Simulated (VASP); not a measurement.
# CoPt2O2 in VASP: relaxation of the atoms with PBEsol

Aim: the relaxation of the atoms of CoPt2O2 with PBEsol.

All numbers are computed with VASP 6.6.1; they aren't measurements. Logs are shortened: lines on timing, memory, paths and dates and some standing lists are left out, and cuts for length are marked.

### 1 The cell of the first run

The cell holds a slab with vacuum, 5 atoms: a = 2.810 Å, b = 2.810 Å, c = 20.899 Å, α = 90.00°, β = 90.00°, γ = 120.00°.

### 2 Relaxation of the atoms, PBEsol

File INCAR:

```
PREC = Accurate ; ENCUT = 520
EDIFF = 1E-6 ; ISMEAR = 0
SIGMA = 0.1 ; LREAL = F
LASPH = T ; NELM = 60
ALGO = Normal ; ISIF = 2
LWAVE = F ; LCHARG = F
LDIPOL = T ; IDIPOL = 3
DIPOL = 0.5 0.5 0.500 ; GGA = PS
IBRION = 2 ; NSW = 80
EDIFFG = -0.02
```

File KPOINTS:

```
Automatic mesh
0
Gamma
  12 12 1
```

File POSCAR:

```
CoPt2O2
1.0
    2.8101831225      0.0000000000      0.0000000000
   -1.4050915612      2.4336899733      0.0000000000
    0.0000000000      0.0000000000     20.8988731690
Pt O Co
2 2 1
Direct
    0.6666666667      0.3333333333      0.3588710233
    0.3333333333      0.6666666667      0.6411289767
    0.6666666667      0.3333333333      0.4539101518
    0.3333333333      0.6666666667      0.5460898482
    0.0000000000      0.0000000000      0.5000000000
```

Potentials or basis: VASP PAW PBE potentials, release 64 (Pt, O, Co).

Command:

```
$ cat potpaw_PBE.64/Pt/POTCAR potpaw_PBE.64/O/POTCAR potpaw_PBE.64/Co/POTCAR > POTCAR
$ mpirun -np 1 vasp_std > vasp.out
```

OUTCAR:

```text
PREC = Accurate
   ENCUT = 520
   EDIFF = 1E-6
   ISMEAR = 0
   LREAL = F
   LASPH = T
   NELM = 60
   ISIF = 2
   GGA = PS
   IBRION = 2
   NSW = 80
   EDIFFG = -0.02

 ion  position               nearest neighbor table
   1  0.667  0.333  0.359-   3 1.99
   2  0.333  0.667  0.641-   4 1.99
   3  0.667  0.333  0.454-   5 1.89   5 1.89   5 1.89   1 1.99
   4  0.333  0.667  0.546-   5 1.89   5 1.89   5 1.89   2 1.99
   5  0.000  0.000  0.500-   3 1.89   4 1.89   4 1.89   3 1.89   3 1.89   4 1.89

  LATTYP: Found a hexagonal cell.
 ALAT       =     2.8101831225
 C/A-ratio  =     7.4368367676

  Lattice vectors:

 A1 = (   2.8101831225,   0.0000000000,   0.0000000000)
 A2 = (  -1.4050915612,   2.4336899733,   0.0000000000)
 A3 = (   0.0000000000,   0.0000000000,  20.8988731690)

Analysis of symmetry for initial positions (statically):
=====================================================================
 Subroutine PRICEL returns:
 Original cell was already a primitive cell.

 Routine SETGRP: Setting up the symmetry group for a
 hexagonal supercell.

 Subroutine GETGRP returns: Found 12 space group operations
 (whereof 12 operations were pure point group operations)
 out of a pool of 24 trial point group operations.

The static configuration has the point symmetry D_3d.

Analysis of symmetry for dynamics (positions and initial velocities):
=====================================================================
 Subroutine PRICEL returns:
 Original cell was already a primitive cell.

 Routine SETGRP: Setting up the symmetry group for a
 hexagonal supercell.

 Subroutine GETGRP returns: Found 12 space group operations
 (whereof 12 operations were pure point group operations)
 out of a pool of 24 trial point group operations.

The dynamic configuration has the point symmetry D_3d.

 Subroutine INISYM returns: Found 12 space group operations
 (whereof 12 operations are pure point group operations),
 and found     1 'primitive' translations

----------------------------------------------------------------------------------------

                                     Primitive cell

  volume of cell :     142.9298

  direct lattice vectors                    reciprocal lattice vectors
     2.810183122  0.000000000  0.000000000     0.355848696  0.205449340  0.000000000
    -1.405091561  2.433689973  0.000000000     0.000000000  0.410898681  0.000000000
     0.000000000  0.000000000 20.898873169     0.000000000  0.000000000  0.047849470

  length of vectors
     2.810183122  2.810183122 20.898873169     0.410898681  0.410898681  0.047849470

  position of ions in fractional coordinates (direct lattice)
     0.666666667  0.333333333  0.358871023
     0.333333333  0.666666667  0.641128977
     0.666666667  0.333333333  0.453910152
     0.333333333  0.666666667  0.546089848
     0.000000000  0.000000000  0.500000000

  ion indices of the primitive-cell ions
   primitive index   ion index
                 1           1
                 2           2
                 3           3
                 4           4
                 5           5

----------------------------------------------------------------------------------------

 KPOINTS: Automatic mesh

Automatic generation of k-mesh.
 Grid dimensions read from file:
 generate k-points for:   12   12    1

 Generating k-lattice:

  Cartesian coordinates                     Fractional coordinates (reciprocal lattice)
     0.029654058  0.017120778  0.000000000     0.083333333  0.000000000  0.000000000
     0.000000000  0.034241557  0.000000000     0.000000000  0.083333333  0.000000000
     0.000000000  0.000000000  0.047849470     0.000000000  0.000000000  1.000000000

  Length of vectors
     0.034241557  0.034241557  0.047849470

  Shift w.r.t. Gamma in fractional coordinates (k-lattice)
     0.000000000  0.000000000  0.000000000

 Subroutine IBZKPT returns following result:
 ===========================================

 Found     19 irreducible k-points:

 Following reciprocal coordinates:
            Coordinates               Weight
  0.000000  0.000000  0.000000      1.000000
  0.083333 -0.000000  0.000000      6.000000
  0.166667  0.000000  0.000000      6.000000
  0.250000 -0.000000  0.000000      6.000000
  0.333333  0.000000  0.000000      6.000000
  0.416667  0.000000  0.000000      6.000000
[... 11 lines left out ...]
  0.333333  0.250000  0.000000     12.000000
  0.333333  0.333333  0.000000      2.000000
   k-points           NKPTS =     19   k-points in BZ     NKDIM =     19   number of bands    NBANDS=     24
   number of dos      NEDOS =    301   number of ions     NIONS =      5
   total plane-waves  NPLWV =  92160
   dimension x,y,z NGX =    24 NGY =   24 NGZ =  160
   dimension x,y,z NGXF=    48 NGYF=   48 NGZF=  320
   ions per type =               2   2   1
   NGX,Y,Z   is equivalent  to a cutoff of  14.20, 14.20, 12.73 a.u.
   NGXF,Y,Z  is equivalent  to a cutoff of  28.40, 28.40, 25.46 a.u.
 SYSTEM =  unknown system
   PREC   = accura    normal or accurate (medium, high low for compatibility)
   ISTART =      0    job   : 0-new  1-cont  2-samecut
   ICHARG =      2    charge: 1-file 2-atom 10-const
   ISPIN  =      1    spin polarized calculation?
   LNONCOLLINEAR =      F non collinear calculations
   LSORBIT =      F    spin-orbit coupling
   LASPH  =      T    aspherical Exc in radial PAW
   ENCUT  =  520.0 eV  38.22 Ry    6.18 a.u.   5.23  5.23 38.86*2*pi/ulx,y,z
   NELM   =     60;   NELMIN=  2; NELMDL= -5     # of ELM steps
   EDIFF  = 0.1E-05   stopping-criterion for ELM
   LREAL  =      F    real-space projection
   EDIFFG = -.2E-01   stopping-criterion for IOM
   NSW    =     80    number of steps for IOM
   IBRION =      2    ionic relax: 0-MD 1-quasi-New 2-CG
   NFREE  =      1    steps in history (QN), initial steepest desc. (CG)
   ISIF   =      2    stress and relaxation
   ISYM   =      2    0-nonsym 1-usesym 2-fastsym
   POTIM  = 0.5000    time-step for ionic-motion
   TEBEG  =    0.0;   TEEND  =   0.0 temperature during run
   PSTRESS=    0.0 pullay stress
   NELECT =      41.0000    total number of electrons
   NUPDOWN=      -1.0000    fix difference up-down
   EMIN   =  10.00;   EMAX   =-10.00  energy-range for DOS
   EFERMI =   0.00;   METHOD = LEGACY
   ISMEAR =     0;   SIGMA  =   0.10  broadening in eV -4-tet -1-fermi 0-gaus
   EFERMI_NEDOS =   21; number of points for ismear=-14 and -15
   IALGO  =     38    algorithm
   IMIX   =      4    mixing-type and parameters
     AMIX     =   0.40;   BMIX     =  1.00
     AMIX_MAG =   1.60;   BMIX_MAG =  1.00
  volume/ion in A,a.u.               =      28.59       192.91
  Fermi-wavevector in a.u.,A,eV,Ry     =   1.079680  2.040300 15.860443  1.165710
  Thomas-Fermi vector in A             =   2.215652
   LORBIT       =      0    0 simple, 1 ext, 2 COOP (PROOUT), +10 PAW based schemes
   GGA     = PS    functional components
   LHFCALC =     F    Hartree Fock is set to
   AEXX    =    0.0000 exact exchange contribution
   IVDW    =     0    specifies the selected vdW correction
   LEPSILON=     F    determine dielectric tensor
   LRPA    =     F    only Hartree local field effects (RPA)
 conjugate gradient relaxation of ions
 non-spin polarized calculation
 Gauss-broadening in eV      SIGMA  =   0.10
  energy-cutoff  :      520.00
  volume of cell :      142.93
 maximum number of plane-waves:      3876
 NGX is ok and might be reduce to    24
   NGX = 11   NGY = 11   NGZ = 77

--------------------------------------- Ionic step        1  -------------------------------------------

 number of electron      41.0000004 magnetization

 Free energy of the ion-electron system (eV)
  ---------------------------------------------------
  ext. energy  EPLUGINS =         0.00000000
  ---------------------------------------------------
  free energy    TOTEN  =       -32.89385174 eV

  energy without entropy =      -32.85876469  energy(sigma->0) =      -32.87630821

------------------------ aborting loop because EDIFF is reached ----------------------------------------

  FORCE on cell =-STRESS in cart. coord.  units (eV):
  Direction    XX          YY          ZZ          XY          YZ          ZX
  --------------------------------------------------------------------------------------
  -------------------------------------------------------------------------------------
  Total       -4.2084885     -4.2084885      4.1543718     -0.0000000      0.0000000      0.0000000
  in kB      -47.1752256    -47.1752256     46.5686022     -0.0000000      0.0000000      0.0000000
  external PRESSURE =     -15.9272830 kB  Pullay stress =       0.0000000 kB
[... 104 lines left out ...]
--------------------------------------- Ionic step        4  -------------------------------------------

 number of electron      41.0000004 magnetization

 dipolmoment           0.000000      0.000000      0.000000 electrons x Angstroem

------------------------ aborting loop because EDIFF is reached ----------------------------------------

  FORCE on cell =-STRESS in cart. coord.  units (eV):
  Direction    XX          YY          ZZ          XY          YZ          ZX
  --------------------------------------------------------------------------------------
  -------------------------------------------------------------------------------------
  Total       -5.0980881     -5.0980881      0.7982140     -0.0000000     -0.0000000     -0.0000000
  in kB      -57.1472288    -57.1472288      8.9476131     -0.0000000     -0.0000000     -0.0000000
  external PRESSURE =     -35.1156148 kB  Pullay stress =       0.0000000 kB
[... 26 lines left out ...]
--------------------------------------- Ionic step        5  -------------------------------------------

 number of electron      41.0000004 magnetization

 dipolmoment           0.000000      0.000000     -0.000000 electrons x Angstroem

 Free energy of the ion-electron system (eV)
  ---------------------------------------------------
  ext. energy  EPLUGINS =         0.00000000
  ---------------------------------------------------
  free energy    TOTEN  =       -32.95608062 eV

  energy without entropy =      -32.92373276  energy(sigma->0) =      -32.93990669

 E-fermi :   0.1674     XC(G=0):  -6.0526

 val. band max:        0.1574657247   @ k =   0.2500   0.1667   0.0000
 cond. band min:       0.1776770888   @ k =   0.4167   0.1667   0.0000
 fundamental gap:      0.0202113641
 Fermi energy:         0.1674271799

 k-point     1 :       0.0000    0.0000    0.0000
  band No.  band energies     occupation
      1     -21.0610      2.00000
      2     -19.4150      2.00000
      3      -8.6077      2.00000
      4      -6.8091      2.00000
      5      -6.4825      2.00000
      6      -6.0678      2.00000
[... 502 lines left out ...]
     23       1.5139      0.00000
     24       5.9251      0.00000

------------------------ aborting loop because EDIFF is reached ----------------------------------------

 vacuum level on the upper side and lower side of the slab       (xc-potential included)        -0.010        -0.010

  FORCE on cell =-STRESS in cart. coord.  units (eV):
  Direction    XX          YY          ZZ          XY          YZ          ZX
  --------------------------------------------------------------------------------------
  -------------------------------------------------------------------------------------
  Total       -5.5561673     -5.5561673     -0.0458317     -0.0000000      0.0000000     -0.0000000
  in kB      -62.2820861    -62.2820861     -0.5137528     -0.0000000      0.0000000     -0.0000000
  external PRESSURE =     -41.6926417 kB  Pullay stress =       0.0000000 kB
[... 20 lines left out ...]
  FREE ENERGIE OF THE ION-ELECTRON SYSTEM (eV)
  ---------------------------------------------------
  free  energy   TOTEN  =       -32.9560806182 eV

  energy  without entropy=      -32.9237327589  energy(sigma->0) =      -32.93990669

 reached required accuracy - stopping structural energy minimisation

 vacuum level on the upper side and lower side of the slab         5.755         5.755
```

Wall time 2.3 min (1 thread of Intel Xeon 6975P-C (Granite Rapids), shared host); peak memory 0.34 GiB.

Results:

```
Free energy                  : -32.9561 eV
Energy gained by relaxing    : 12.4 meV/atom
Ionic steps                  : 5
Largest force after relaxing : 0.005 eV/Å
```

Forces in eV/Å, atoms in the order of the input:
```
Pt   0.000  0.000 -0.005
Pt   0.000  0.000  0.005
O    0.000  0.000 -0.005
O    0.000  0.000  0.005
Co   0.000  0.000  0.000
```

The path:
| step | energy change (eV) | largest force (eV/Å) | pressure (GPa) |
| --- | --- | --- | --- |
| 1 | 0.0000 | 0.7940 | -1.59 |
| 2 | -0.0378 | 0.3612 | -2.57 |
| 3 | -0.0388 | 0.4768 | -2.74 |
| 4 | -0.0571 | 0.2169 | -3.51 |
| 5 | -0.0622 | 0.0054 | -4.17 |

Final structure:
```
Pt O Co
1.0
     2.81018    0.00000    0.00000
    -1.40509    2.43369    0.00000
     0.00000    0.00000   20.89887
Pt O Co
2 2 1
Direct
  0.66667 0.33333 0.35470
  0.33333 0.66667 0.64530
  0.66667 0.33333 0.45291
  0.33333 0.66667 0.54709
  0.00000 0.00000 0.50000
```

Levels at points of the mesh, in eV from the Fermi level:
| k point | band 17 | band 18 | band 19 | band 20 | band 21 | band 22 | band 23 | band 24 |
| --- | --- | --- | --- | --- | --- | --- | --- | --- |
| (0.00, 0.00, 0.00) | -1.70 | -0.92 | -0.92 | -0.78 | -0.52 | -0.52 | -0.20 | 1.78 |
| (0.50, 0.00, 0.00) | -0.86 | -0.21 | 0.10 | 0.49 | 0.49 | 1.63 | 1.66 | 2.42 |

Caveat: the PAW data sets were made with another functional, which shifts forces and pressure a little; spin-orbit coupling is left out, which moves the levels of the heavy elements; an odd number of electrons without spin polarisation forces a metal; a magnetic or distorted state may lie lower; the run has no spin polarisation, though such a crystal can be magnetic. With open d or f shells a metallic result of PBEsol can be an artefact of self-interaction; +U or a hybrid may open a gap.
